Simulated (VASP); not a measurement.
# Cs2NaBrF6 (Fm-3m) in VASP: single point with PBEsol

Aim: the single point of Cs2NaBrF6 with PBEsol.

All numbers are computed with VASP 6.6.1; they aren't measurements. Logs are shortened: lines on timing, memory, paths and dates and some standing lists are left out, and cuts for length are marked.

### Step 1. The cell of the first run

It takes space group Fm-3m (No. 225, cubic). The conventional cell has a = 9.183 Å, b = 9.183 Å, c = 9.183 Å, α = 90.00°, β = 90.00°, γ = 90.00°. F (site symmetry 4mm) has 1 Br at 2.21 Å and 1 Na at 2.38 Å within 2.9 Å. Within 2.9 Å of Br (site symmetry m-3m) lie 6 F at 2.21 Å. Cs (site symmetry -43m) has 12 F at 3.25 Å and 4 Br at 3.98 Å and 4 Na at 3.98 Å within 4.3 Å. Na (site symmetry m-3m) has 6 F at 2.38 Å within 3.1 Å.

### Step 2. Single point, PBEsol

Input file INCAR:

```
SYSTEM = Cs2NaBrF6
ALGO = Normal ; EDIFF = 1E-6
ENCUT = 520 ; GGA = PS
ISIF = 2 ; ISMEAR = 1
LASPH = .TRUE. ; LCHARG = .FALSE.
LREAL = .FALSE. ; LWAVE = .FALSE.
NBANDS = 48 ; NELM = 80
PREC = Accurate ; SIGMA = 0.0385
```

Input file KPOINTS:

```
k-points
0
G
  6 6 6
  0 0 0
```

Input file POSCAR:

```
Cs2NaBrF6
1.0
    0.0000000000      4.5913830000      4.5913830000
    4.5913830000      0.0000000000      4.5913830000
    4.5913830000      4.5913830000      0.0000000000
F Br Cs Na
6 1 2 1
Direct
    0.7588380000      0.2411620000      0.2411620000
    0.2411620000      0.7588380000      0.2411620000
    0.2411620000      0.7588380000      0.7588380000
    0.7588380000      0.2411620000      0.7588380000
    0.2411620000      0.2411620000      0.7588380000
    0.7588380000      0.7588380000      0.2411620000
    0.0000000000      0.0000000000      0.0000000000
    0.2500000000      0.2500000000      0.2500000000
    0.7500000000      0.7500000000      0.7500000000
    0.5000000000      0.5000000000      0.5000000000
```

Potentials or basis: VASP PAW PBE potentials, release 64 (F, Br, Cs_sv, Na_pv).

The run is started by

```console
cat potpaw_PBE.64/F/POTCAR potpaw_PBE.64/Br/POTCAR potpaw_PBE.64/Cs_sv/POTCAR potpaw_PBE.64/Na_pv/POTCAR > POTCAR
mpirun -np 1 vasp_std > vasp.out
```

OUTCAR:

```text
SYSTEM = Cs2NaBrF6
   EDIFF = 1E-6
   ENCUT = 520
   GGA = PS
   ISIF = 2
   ISMEAR = 1
   LASPH = .TRUE.
   LREAL = .FALSE.
   NELM = 80
   PREC = Accurate

 ion  position               nearest neighbor table
   1  0.759  0.241  0.241-   7 2.21
   2  0.241  0.759  0.241-   7 2.21
   3  0.241  0.759  0.759-   7 2.21
   4  0.759  0.241  0.759-   7 2.21
   5  0.241  0.241  0.759-   7 2.21
   6  0.759  0.759  0.241-   7 2.21
   7  0.000  0.000  0.000-   1 2.21   2 2.21   3 2.21   4 2.21   5 2.21   6 2.21
   8  0.250  0.250  0.250-
   9  0.750  0.750  0.750-
  10  0.500  0.500  0.500-

  LATTYP: Found a face centered cubic cell.
 ALAT       =     9.1827660000

  Lattice vectors:

 A1 = (   0.0000000000,   4.5913830000,   4.5913830000)
 A2 = (   4.5913830000,   0.0000000000,   4.5913830000)
 A3 = (   4.5913830000,   4.5913830000,   0.0000000000)

Analysis of symmetry for initial positions (statically):
=====================================================================
 Subroutine PRICEL returns:
 Original cell was already a primitive cell.

 Routine SETGRP: Setting up the symmetry group for a
 face centered cubic supercell.

 Subroutine GETGRP returns: Found 48 space group operations
 (whereof 48 operations were pure point group operations)
 out of a pool of 48 trial point group operations.

The static configuration has the point symmetry O_h .

Analysis of symmetry for dynamics (positions and initial velocities):
=====================================================================
 Subroutine PRICEL returns:
 Original cell was already a primitive cell.

 Routine SETGRP: Setting up the symmetry group for a
 face centered cubic supercell.

 Subroutine GETGRP returns: Found 48 space group operations
 (whereof 48 operations were pure point group operations)
 out of a pool of 48 trial point group operations.

The dynamic configuration has the point symmetry O_h .

 Subroutine INISYM returns: Found 48 space group operations
 (whereof 48 operations are pure point group operations),
 and found     1 'primitive' translations

----------------------------------------------------------------------------------------

                                     Primitive cell

  volume of cell :     193.5800

  direct lattice vectors                    reciprocal lattice vectors
     0.000000000  4.591383000  4.591383000    -0.108899650  0.108899650  0.108899650
     4.591383000  0.000000000  4.591383000     0.108899650 -0.108899650  0.108899650
     4.591383000  4.591383000  0.000000000     0.108899650  0.108899650 -0.108899650

  length of vectors
     6.493196109  6.493196109  6.493196109     0.188619726  0.188619726  0.188619726

  position of ions in fractional coordinates (direct lattice)
     0.758838000  0.241162000  0.241162000
     0.241162000  0.758838000  0.241162000
     0.241162000  0.758838000  0.758838000
     0.758838000  0.241162000  0.758838000
     0.241162000  0.241162000  0.758838000
     0.758838000  0.758838000  0.241162000
     0.000000000  0.000000000  0.000000000
     0.250000000  0.250000000  0.250000000
     0.750000000  0.750000000  0.750000000
     0.500000000  0.500000000  0.500000000

  ion indices of the primitive-cell ions
   primitive index   ion index
                 1           1
                 2           2
                 3           3
                 4           4
                 5           5
                 6           6
                 7           7
                 8           8
                 9           9
                10          10

----------------------------------------------------------------------------------------

 KPOINTS: k-points

Automatic generation of k-mesh.
 Grid dimensions read from file:
 generate k-points for:    6    6    6

 Generating k-lattice:

  Cartesian coordinates                     Fractional coordinates (reciprocal lattice)
    -0.018149942  0.018149942  0.018149942     0.166666667  0.000000000  0.000000000
     0.018149942 -0.018149942  0.018149942     0.000000000  0.166666667  0.000000000
     0.018149942  0.018149942 -0.018149942     0.000000000  0.000000000  0.166666667

  Length of vectors
     0.031436621  0.031436621  0.031436621

  Shift w.r.t. Gamma in fractional coordinates (k-lattice)
     0.000000000  0.000000000  0.000000000

 Subroutine IBZKPT returns following result:
 ===========================================

 Found     16 irreducible k-points:

 Following reciprocal coordinates:
            Coordinates               Weight
  0.000000  0.000000  0.000000      1.000000
  0.166667  0.000000  0.000000      8.000000
  0.333333  0.000000  0.000000      8.000000
  0.500000  0.000000  0.000000      4.000000
  0.166667  0.166667  0.000000      6.000000
  0.333333  0.166667  0.000000     24.000000
[... 8 lines left out ...]
 -0.333333  0.333333  0.166667     24.000000
 -0.333333  0.500000  0.166667     12.000000
   k-points           NKPTS =     16   k-points in BZ     NKDIM =     16   number of bands    NBANDS=     48
   number of dos      NEDOS =    301   number of ions     NIONS =     10
   total plane-waves  NPLWV = 110592
   dimension x,y,z NGX =    48 NGY =   48 NGZ =   48
   dimension x,y,z NGXF=    96 NGYF=   96 NGZF=   96
   ions per type =               6   1   2   1
   NGX,Y,Z   is equivalent  to a cutoff of  12.29, 12.29, 12.29 a.u.
   NGXF,Y,Z  is equivalent  to a cutoff of  24.58, 24.58, 24.58 a.u.
 SYSTEM =  Cs2NaBrF6
   PREC   = accura    normal or accurate (medium, high low for compatibility)
   ISTART =      0    job   : 0-new  1-cont  2-samecut
   ICHARG =      2    charge: 1-file 2-atom 10-const
   ISPIN  =      1    spin polarized calculation?
   LNONCOLLINEAR =      F non collinear calculations
   LSORBIT =      F    spin-orbit coupling
   LASPH  =      T    aspherical Exc in radial PAW
   ENCUT  =  520.0 eV  38.22 Ry    6.18 a.u.  12.07 12.07 12.07*2*pi/ulx,y,z
   NELM   =     80;   NELMIN=  2; NELMDL= -5     # of ELM steps
   EDIFF  = 0.1E-05   stopping-criterion for ELM
   LREAL  =      F    real-space projection
   EDIFFG = 0.1E-04   stopping-criterion for IOM
   NSW    =      0    number of steps for IOM
   IBRION =     -1    ionic relax: 0-MD 1-quasi-New 2-CG
   NFREE  =      0    steps in history (QN), initial steepest desc. (CG)
   ISIF   =      2    stress and relaxation
   ISYM   =      2    0-nonsym 1-usesym 2-fastsym
   POTIM  = 0.5000    time-step for ionic-motion
   TEBEG  =    0.0;   TEEND  =   0.0 temperature during run
   PSTRESS=    0.0 pullay stress
   NELECT =      74.0000    total number of electrons
   NUPDOWN=      -1.0000    fix difference up-down
   EMIN   =  10.00;   EMAX   =-10.00  energy-range for DOS
   EFERMI =   0.00;   METHOD = LEGACY
   ISMEAR =     1;   SIGMA  =   0.04  broadening in eV -4-tet -1-fermi 0-gaus
   EFERMI_NEDOS =   21; number of points for ismear=-14 and -15
   IALGO  =     38    algorithm
   IMIX   =      4    mixing-type and parameters
     AMIX     =   0.40;   BMIX     =  1.00
     AMIX_MAG =   1.60;   BMIX_MAG =  1.00
  volume/ion in A,a.u.               =      19.36       130.63
  Fermi-wavevector in a.u.,A,eV,Ry     =   1.188133  2.245247 19.206815  1.411661
  Thomas-Fermi vector in A             =   2.324270
   LORBIT       =      0    0 simple, 1 ext, 2 COOP (PROOUT), +10 PAW based schemes
   GGA     = PS    functional components
   LHFCALC =     F    Hartree Fock is set to
   AEXX    =    0.0000 exact exchange contribution
   IVDW    =     0    specifies the selected vdW correction
   LEPSILON=     F    determine dielectric tensor
   LRPA    =     F    only Hartree local field effects (RPA)
 non-spin polarized calculation
 Methfessel and Paxton  Order N= 1 SIGMA  =   0.04
  energy-cutoff  :      520.00
  volume of cell :      193.58
 maximum number of plane-waves:      5237
   NGX = 25   NGY = 25   NGZ = 25

 number of electron      73.9999989 magnetization

 Free energy of the ion-electron system (eV)
  ---------------------------------------------------
  ext. energy  EPLUGINS =         0.00000000
  ---------------------------------------------------
  free energy    TOTEN  =       -35.22294108 eV

  energy without entropy =      -35.22404078  energy(sigma->0) =      -35.22330764

 E-fermi :   0.4023     XC(G=0):  -8.9319

 val. band max:        0.3978082554   @ k =  -0.1667   0.1667   0.0000
 cond. band min:       0.4063626750   @ k =   0.5000   0.3333   0.0000
 fundamental gap:      0.0085544196
 Fermi energy:         0.4022969657

 k-point     1 :       0.0000    0.0000    0.0000
  band No.  band energies     occupation
      1     -22.0374      2.00000
      2     -21.7480      2.00000
      3     -21.7480      2.00000
      4     -21.7480      2.00000
      5     -21.4310      2.00000
      6     -21.4310      2.00000
[... 40 lines left out ...]
     47       8.3907      0.00000
     48       8.3907      0.00000

 k-point     2 :       0.1667    0.0000    0.0000
  band No.  band energies     occupation
      1     -22.0435      2.00000
      2     -21.7375      2.00000
      3     -21.7375      2.00000
      4     -21.7185      2.00000
      5     -21.4549      2.00000
      6     -21.4549      2.00000
[... 40 lines left out ...]
     47       8.4360      0.00000
     48       8.6010      0.00000

 k-point     3 :       0.3333    0.0000    0.0000
  band No.  band energies     occupation
      1     -22.0538      2.00000
      2     -21.7118      2.00000
      3     -21.7118      2.00000
      4     -21.6536      2.00000
      5     -21.5027      2.00000
      6     -21.5027      2.00000
[... 40 lines left out ...]
     47       8.5018      0.00000
     48       8.8265      0.00000

 k-point     4 :       0.5000    0.0000    0.0000
  band No.  band energies     occupation
      1     -22.0578      2.00000
      2     -21.6946      2.00000
      3     -21.6946      2.00000
      4     -21.6144      2.00000
      5     -21.5292      2.00000
      6     -21.5292      2.00000
[... 550 lines left out ...]
     47       8.5798      0.00000
     48       8.6566      0.00000

 k-point    15 :      -0.3333    0.3333    0.1667
  band No.  band energies     occupation
      1     -22.0090      2.00000
      2     -21.7463      2.00000
      3     -21.7331      2.00000
      4     -21.5990      2.00000
      5     -21.5730      2.00000
      6     -21.4845      2.00000
[... 40 lines left out ...]
     47       8.5700      0.00000
     48       8.6707      0.00000

 k-point    16 :      -0.3333    0.5000    0.1667
  band No.  band energies     occupation
      1     -21.9784      2.00000
      2     -21.7602      2.00000
      3     -21.7541      2.00000
      4     -21.6638      2.00000
      5     -21.5272      2.00000
      6     -21.4592      2.00000
[... 40 lines left out ...]
     47       8.6018      0.00000
     48       8.8529      0.00000

------------------------ aborting loop because EDIFF is reached ----------------------------------------

  FORCE on cell =-STRESS in cart. coord.  units (eV):
  Direction    XX          YY          ZZ          XY          YZ          ZX
  --------------------------------------------------------------------------------------
  -------------------------------------------------------------------------------------
  Total       -2.6012839     -2.6012839     -2.6012839     -0.0000000     -0.0000000      0.0000000
  in kB      -21.5296898    -21.5296898    -21.5296898     -0.0000000     -0.0000000      0.0000000
  external PRESSURE =     -21.5296898 kB  Pullay stress =       0.0000000 kB

 VOLUME and BASIS-vectors are now :
 -----------------------------------------------------------------------------
  energy-cutoff  :      520.00
  volume of cell :      193.58
      direct lattice vectors                 reciprocal lattice vectors
     0.000000000  4.591383000  4.591383000    -0.108899650  0.108899650  0.108899650
     4.591383000  0.000000000  4.591383000     0.108899650 -0.108899650  0.108899650
     4.591383000  4.591383000  0.000000000     0.108899650  0.108899650 -0.108899650

 POSITION                                       TOTAL-FORCE (eV/Angst)
 -----------------------------------------------------------------------------------
      2.21453      4.59138      4.59138         0.007776      0.000000     -0.000000
      4.59138      2.21453      4.59138        -0.000000      0.007776     -0.000000
      6.96823      4.59138      4.59138        -0.007776      0.000000     -0.000000
      4.59138      6.96823      4.59138        -0.000000     -0.007776     -0.000000
      4.59138      4.59138      2.21453        -0.000000      0.000000      0.007776
      4.59138      4.59138      6.96823        -0.000000      0.000000     -0.007776
      0.00000      0.00000      0.00000        -0.000000      0.000000     -0.000000
      2.29569      2.29569      2.29569        -0.000000     -0.000000      0.000000
      6.88707      6.88707      6.88707        -0.000000     -0.000000      0.000000
      4.59138      4.59138      4.59138        -0.000000      0.000000     -0.000000
 -----------------------------------------------------------------------------------
    total drift:                               -0.000000     -0.000000      0.000000

  FREE ENERGIE OF THE ION-ELECTRON SYSTEM (eV)
  ---------------------------------------------------
  free  energy   TOTEN  =       -35.2229410753 eV

  energy  without entropy=      -35.2240407827  energy(sigma->0) =      -35.22330764
```

It took 3.6 min on 1 thread of Intel Xeon Platinum 8259CL at 2.50GHz (Skylake/Cascade Lake), shared host; peak memory 0.4 GiB.

What came out:

```
Free energy            : -35.2229 eV
Pressure               : -2.2 GPa
Largest force          : 0.008 eV/Å
Band gap on the k mesh : zero (band 37 reaches 0.47 eV, above the bottom of band 38 at 0.32 eV)
```

Forces on the atoms (eV/Å):
```
F    0.008  0.000  0.000
F    0.000  0.008  0.000
F   -0.008  0.000  0.000
F    0.000 -0.008  0.000
F    0.000  0.000  0.008
F    0.000  0.000 -0.008
Br   0.000  0.000  0.000
Cs   0.000  0.000  0.000
Cs   0.000  0.000  0.000
Na   0.000  0.000  0.000
```

Caveat: the PAW data sets were made with another functional, which shifts forces and pressure a little; spin-orbit coupling is left out, which moves the levels of the heavy elements.
